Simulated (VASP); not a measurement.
# TaN in VASP: notebook, part 3 of 3

VASP 6.6.1. Earlier steps stand in the parts before.

### 5 Single point, LDA (equal xx and yy strain of +2 %)

The input, INCAR:

```
ALGO     = Normal         # electronic algorithm
EDIFF    = 1E-6           # SCF threshold, eV
ENCUT    = 520            # plane-wave cutoff, eV
ISIF     = 2              # what is computed and relaxed
ISMEAR   = -1             # smearing method
LASPH    = True           # aspherical terms in the spheres
LCHARG   = True           # write CHGCAR
LELF     = True           # ELF
LREAL    = False          # projectors in reciprocal space
LVHAR    = True         
LWAVE    = False          # write WAVECAR
NBANDS   = 33             # bands
NELM     = 60             # most SCF steps
PREC     = Accurate       # precision mode
SIGMA    = 0.03           # smearing width, eV
```

The input, KPOINTS:

```
k-points
0
Gamma
  5 5 8
```

The input, POSCAR:

```
TaN
1.0
    5.2886992409      0.0000000000      0.0000000000
   -2.6443496205      4.5801478956      0.0000000000
    0.0000000000      0.0000000000      2.9080000000
Ta N
3 3
Direct
    0.0000000000      0.0000000000      0.0000000000
    0.3333333333      0.6666666667      0.5000000000
    0.6666666667      0.3333333333      0.5000000000
    0.5000000000      0.0000000000      0.0000000000
    0.5000000000      0.5000000000      0.0000000000
    0.0000000000      0.5000000000      0.0000000000
```

Potentials or basis: VASP PAW LDA potentials, release 64 (Ta_pv, N).

Launch:

```bash
$ cat potpaw_LDA.64/Ta_pv/POTCAR potpaw_LDA.64/N/POTCAR > POTCAR
$ mpirun -np 1 vasp_std > vasp.out
```

OUTCAR:

```text
EDIFF = 1E-6
   ENCUT = 520
   ISIF = 2
   ISMEAR = -1
   LASPH = True
   LREAL = False
   NELM = 60
   PREC = Accurate

 ion  position               nearest neighbor table
   1  0.000  0.000  0.000-   5 2.64   5 2.64   4 2.64   4 2.64   6 2.64   6 2.64   3 3.38   3 3.38
                             2 3.38   2 3.38   2 3.38   3 3.38   2 3.38   3 3.38   2 3.38   3 3.38
   2  0.333  0.667  0.500-   6 2.11   6 2.11   4 2.11   4 2.11   5 2.11   5 2.11   3 3.05   3 3.05
                             3 3.05   1 3.38   1 3.38   1 3.38   1 3.38   1 3.38   1 3.38
   3  0.667  0.333  0.500-   6 2.11   6 2.11   4 2.11   4 2.11   5 2.11   5 2.11   2 3.05   2 3.05
                             2 3.05   1 3.38   1 3.38   1 3.38   1 3.38   1 3.38   1 3.38
   4  0.500  0.000  0.000-   2 2.11   3 2.11   2 2.11   3 2.11   1 2.64   1 2.64
   5  0.500  0.500  0.000-   2 2.11   3 2.11   2 2.11   3 2.11   1 2.64   1 2.64
   6  0.000  0.500  0.000-   2 2.11   3 2.11   2 2.11   3 2.11   1 2.64   1 2.64

  LATTYP: Found a hexagonal cell.
 ALAT       =     5.2886992409
 C/A-ratio  =     0.5498516493

  Lattice vectors:

 A1 = (   5.2886992409,   0.0000000000,   0.0000000000)
 A2 = (  -2.6443496205,   4.5801478956,   0.0000000000)
 A3 = (   0.0000000000,   0.0000000000,   2.9080000000)

Analysis of symmetry for initial positions (statically):
=====================================================================
 Subroutine PRICEL returns:
 Original cell was already a primitive cell.

 Routine SETGRP: Setting up the symmetry group for a
 hexagonal supercell.

 Subroutine GETGRP returns: Found 24 space group operations
 (whereof 24 operations were pure point group operations)
 out of a pool of 24 trial point group operations.

The static configuration has the point symmetry D_6h.

Analysis of symmetry for dynamics (positions and initial velocities):
=====================================================================
 Subroutine PRICEL returns:
 Original cell was already a primitive cell.

 Routine SETGRP: Setting up the symmetry group for a
 hexagonal supercell.

 Subroutine GETGRP returns: Found 24 space group operations
 (whereof 24 operations were pure point group operations)
 out of a pool of 24 trial point group operations.

The dynamic configuration has the point symmetry D_6h.

 Subroutine INISYM returns: Found 24 space group operations
 (whereof 24 operations are pure point group operations),
 and found     1 'primitive' translations

----------------------------------------------------------------------------------------

                                     Primitive cell

  volume of cell :      70.4406

  direct lattice vectors                    reciprocal lattice vectors
     5.288699241  0.000000000  0.000000000     0.189082410  0.109166781  0.000000000
    -2.644349620  4.580147896  0.000000000     0.000000000  0.218333561  0.000000000
     0.000000000  0.000000000  2.908000000     0.000000000  0.000000000  0.343878955

  length of vectors
     5.288699241  5.288699241  2.908000000     0.218333561  0.218333561  0.343878955

  position of ions in fractional coordinates (direct lattice)
     0.000000000  0.000000000  0.000000000
     0.333333333  0.666666667  0.500000000
     0.666666667  0.333333333  0.500000000
     0.500000000  0.000000000  0.000000000
     0.500000000  0.500000000  0.000000000
     0.000000000  0.500000000  0.000000000
[... 41 lines left out ...]
  0.200000  0.200000  0.000000      6.000000
  0.400000  0.200000  0.000000      6.000000
  0.000000  0.000000  0.125000      2.000000
[... 16 lines left out ...]
  0.400000  0.000000  0.500000      6.000000
  0.200000  0.200000  0.500000      6.000000
   k-points           NKPTS =     25   k-points in BZ     NKDIM =     25   number of bands    NBANDS=     33
   number of dos      NEDOS =    301   number of ions     NIONS =      6
   total plane-waves  NPLWV =  38400
   dimension x,y,z NGX =    40 NGY =   40 NGZ =   24
   dimension x,y,z NGXF=    80 NGYF=   80 NGZF=   48
   ions per type =               3   3
   NGX,Y,Z   is equivalent  to a cutoff of  12.57, 12.57, 13.72 a.u.
   NGXF,Y,Z  is equivalent  to a cutoff of  25.15, 25.15, 27.44 a.u.
 SYSTEM =  unknown system
   PREC   = accura    normal or accurate (medium, high low for compatibility)
   ISTART =      0    job   : 0-new  1-cont  2-samecut
   ICHARG =      2    charge: 1-file 2-atom 10-const
   ISPIN  =      1    spin polarized calculation?
   LNONCOLLINEAR =      F non collinear calculations
   LSORBIT =      F    spin-orbit coupling
   LASPH  =      T    aspherical Exc in radial PAW
   ENCUT  =  520.0 eV  38.22 Ry    6.18 a.u.   9.83  9.83  5.41*2*pi/ulx,y,z
   NELM   =     60;   NELMIN=  2; NELMDL= -5     # of ELM steps
   EDIFF  = 0.1E-05   stopping-criterion for ELM
   LREAL  =      F    real-space projection
   EDIFFG = 0.1E-04   stopping-criterion for IOM
   NSW    =      0    number of steps for IOM
   IBRION =     -1    ionic relax: 0-MD 1-quasi-New 2-CG
   NFREE  =      0    steps in history (QN), initial steepest desc. (CG)
   ISIF   =      2    stress and relaxation
   ISYM   =      2    0-nonsym 1-usesym 2-fastsym
   POTIM  = 0.5000    time-step for ionic-motion
   TEBEG  =    0.0;   TEEND  =   0.0 temperature during run
   PSTRESS=    0.0 pullay stress
   NELECT =      48.0000    total number of electrons
   NUPDOWN=      -1.0000    fix difference up-down
   EMIN   =  10.00;   EMAX   =-10.00  energy-range for DOS
   EFERMI =   0.00;   METHOD = LEGACY
   ISMEAR =    -1;   SIGMA  =   0.03  broadening in eV -4-tet -1-fermi 0-gaus
   EFERMI_NEDOS =   21; number of points for ismear=-14 and -15
   IALGO  =     38    algorithm
   IMIX   =      4    mixing-type and parameters
     AMIX     =   0.40;   BMIX     =  1.00
     AMIX_MAG =   1.60;   BMIX_MAG =  1.00
  volume/ion in A,a.u.               =      11.74        79.23
  Fermi-wavevector in a.u.,A,eV,Ry     =   1.440614  2.722366 28.237108  2.075369
  Thomas-Fermi vector in A             =   2.559338
   LORBIT       =      0    0 simple, 1 ext, 2 COOP (PROOUT), +10 PAW based schemes
   GGA     = CA    functional components
   LHFCALC =     F    Hartree Fock is set to
   AEXX    =    0.0000 exact exchange contribution
   IVDW    =     0    specifies the selected vdW correction
   LEPSILON=     F    determine dielectric tensor
   LRPA    =     F    only Hartree local field effects (RPA)
 non-spin polarized calculation
  energy-cutoff  :      520.00
  volume of cell :       70.44
 maximum number of plane-waves:      1917
 NGX is ok and might be reduce to    40
   NGX = 19   NGY = 19   NGZ = 11

 number of electron      48.0000007 magnetization

 Free energy of the ion-electron system (eV)
  ---------------------------------------------------
  ext. energy  EPLUGINS =         0.00000000
  ---------------------------------------------------
  free energy    TOTEN  =       -71.20888563 eV

  energy without entropy =      -71.20415405  energy(sigma->0) =      -71.20651984

 E-fermi :   7.7011     XC(G=0): -13.0722

 val. band max:        7.6695329930   @ k =   0.2000   0.0000   0.2500
 cond. band min:       7.7122155913   @ k =   0.2000   0.0000   0.3750
 fundamental gap:      0.0426825983
 Fermi energy:         7.7010684727

 k-point     1 :       0.0000    0.0000    0.0000
  band No.  band energies     occupation
      1     -28.3652      2.00000
      2     -28.3652      2.00000
      3     -28.0117      2.00000
      4     -28.0117      2.00000
      5     -27.7896      2.00000
      6     -27.6776      2.00000
[... 853 lines left out ...]
     32      11.4755      0.00000
     33      12.6879      0.00000

 [... further k-points ...]

------------------------ aborting loop because EDIFF is reached ----------------------------------------

  FORCE on cell =-STRESS in cart. coord.  units (eV):
  Direction    XX          YY          ZZ          XY          YZ          ZX
  --------------------------------------------------------------------------------------
  -------------------------------------------------------------------------------------
  Total       -6.0590258     -6.0590258     -5.5233789      0.0000000     -0.0000000      0.0000000
  in kB     -137.8131338   -137.8131338   -125.6297931      0.0000000     -0.0000000      0.0000000
  external PRESSURE =    -133.7520202 kB  Pullay stress =       0.0000000 kB

 VOLUME and BASIS-vectors are now :
 -----------------------------------------------------------------------------
  energy-cutoff  :      520.00
  volume of cell :       70.44
      direct lattice vectors                 reciprocal lattice vectors
     5.288699241  0.000000000  0.000000000     0.189082410  0.109166781  0.000000000
    -2.644349620  4.580147896  0.000000000     0.000000000  0.218333561  0.000000000
     0.000000000  0.000000000  2.908000000     0.000000000  0.000000000  0.343878955

 POSITION                                       TOTAL-FORCE (eV/Angst)
 -----------------------------------------------------------------------------------
      0.00000      0.00000      0.00000        -0.000000      0.000000     -0.000000
     -0.00000      3.05343      1.45400         0.000000      0.000000     -0.000000
      2.64435      1.52672      1.45400        -0.000000      0.000000      0.000000
      2.64435      0.00000      0.00000        -0.000000      0.000000     -0.000000
      1.32217      2.29007      0.00000        -0.000000      0.000000     -0.000000
     -1.32217      2.29007      0.00000        -0.000000      0.000000     -0.000000
 -----------------------------------------------------------------------------------
    total drift:                               -0.000000      0.000000     -0.000000

  FREE ENERGIE OF THE ION-ELECTRON SYSTEM (eV)
  ---------------------------------------------------
  free  energy   TOTEN  =       -71.2088856293 eV

  energy  without entropy=      -71.2041540488  energy(sigma->0) =      -71.20651984
```

It took 95 s on 1 thread of AMD EPYC 7R13, shared host; peak memory 0.16 GiB.

Results:

| Quantity | Value |
| --- | --- |
| Free energy | -71.2089 eV |
| Pressure | -13.4 GPa |
| Band gap on the k mesh | zero (bands 24 and 25 overlap by 2.07 eV) |

Levels at points of the mesh, in eV from the Fermi level:
```
           k point  band 20  band 21  band 22  band 23  band 24  band 25  band 26  band 27  band 28  band 29
(0.00, 0.00, 0.00)    -3.11    -3.05    -2.51    -2.20    -1.31    -1.31     0.84     0.84     0.90     2.02
(0.00, 0.00, 0.50)    -3.57    -3.14    -3.14    -1.92     0.76     0.76     1.51     1.63     2.22     2.22
```

Caveat: the cell differs from its parent crystal (equal xx and yy strain of +2 %); the cell stands under tension; spin-orbit coupling is left out, which moves the levels of the heavy elements.

### 6 Single point, LDA (equal xy, yz and zx shear strains of -1 %)

The input, INCAR:

```
PREC = Accurate
ENCUT = 520
EDIFF = 1E-7
ISMEAR = -1
SIGMA = 0.03
LREAL = False
LASPH = True
NELM = 60
ALGO = Normal
ISIF = 2
LWAVE = False
LCHARG = True
GGA = CA
LELF = True
LVHAR = True
NBANDS = 33
```

The input, KPOINTS:

```
regular mesh
0
Gamma
  5 5 8
```

POSCAR, as its differences from that of step 5:

```diff
@@ -2,5 +2,5 @@
 1.0
-    5.2886992409      0.0000000000      0.0000000000
-   -2.6443496205      4.5801478956      0.0000000000
-    0.0000000000      0.0000000000      2.9080000000
+    5.1849992558     -0.0259249963     -0.0259249963
+   -2.6149513333      4.5033035722     -0.0094892072
+   -0.0145400000     -0.0145400000      2.9080000000
 Ta N
```

Potentials or basis: VASP PAW LDA potentials, release 64 (Ta_pv, N).

Launch:

```bash
$ cat potpaw_LDA.64/Ta_pv/POTCAR potpaw_LDA.64/N/POTCAR > POTCAR
$ mpirun -np 1 vasp_std > vasp.out
```

Run time: 5.6 min. Hardware: 1 thread of Intel Xeon 8259CL, shared host; peak memory 0.29 GiB.

It converged, with:

```
Free energy            : -71.3364 eV
Pressure               : -2.9 GPa
Largest force          : 0.142 eV/Å
Band gap on the k mesh : zero (bands 24 and 25 overlap by 2.03 eV)
```

Forces on the atoms (eV/Å):
```
Ta   0.000  0.000  0.000
Ta   0.142  0.000  0.007
Ta  -0.142  0.000 -0.007
N    0.000  0.000  0.000
N    0.000  0.000  0.000
N    0.000  0.000  0.000
```

Stress tensor (GPa, compression positive):
```
-2.26  1.12  2.06
 1.12 -2.19  2.06
 2.06  2.06 -4.27
```

Levels at points of the mesh, in eV from the Fermi level:
| k point | band 20 | band 21 | band 22 | band 23 | band 24 | band 25 | band 26 | band 27 | band 28 | band 29 |
| --- | --- | --- | --- | --- | --- | --- | --- | --- | --- | --- |
| (0.00, 0.00, 0.00) | -3.03 | -2.98 | -2.50 | -2.10 | -1.39 | -1.24 | 0.74 | 0.75 | 1.22 | 2.15 |
| (0.00, 0.00, 0.50) | -3.74 | -3.13 | -3.08 | -1.93 | 0.79 | 0.88 | 1.48 | 1.73 | 2.43 | 2.55 |

Caveat: the cell differs from its parent crystal (equal xy, yz and zx shear strains of -1 %); spin-orbit coupling is left out, which moves the levels of the heavy elements.

### 7 Summary

| cell | gap on the mesh (eV) | pressure (GPa) |
| --- | --- | --- |
| a = 5.029, b = 5.029, c = 2.908 Å, angles 90.0, 90.0, 120.0°, 6 atoms | none | 16.8 |
| a = 5.081, b = 5.081, c = 2.908 Å, angles 90.0, 90.0, 120.0°, 6 atoms | none | 9.6 |
| a = 5.133, b = 5.133, c = 2.908 Å, angles 90.0, 90.0, 120.0°, 6 atoms | none | 3.0 |
| a = 5.289, b = 5.289, c = 2.908 Å, angles 90.0, 90.0, 120.0°, 6 atoms | none | -13.4 |
| a = 5.185, b = 5.207, c = 2.908 Å, angles 90.2, 90.6, 120.4°, 6 atoms | none | -2.9 |

Alike in all rows: task single point; level LDA; potentials or basis VASP PAW LDA potentials, release 64 (Ta_pv, N); no spin polarisation; k mesh 5 × 5 × 8; cutoff (eV) 520; smearing fermi-dirac 0.03 eV.

Caveats: spin-orbit coupling is left out, which moves the levels of the heavy elements; the stress differs along the axes, from 11 to 19 GPa (at least some runs); the stress differs along the axes, from 6 to 11 GPa (at least some runs); the cell stands under tension (at least some runs).

Absolute energies hang on the potentials; compare differences alone.

The gap in the log of VASP goes by the Fermi energy; the results here count the filled bands.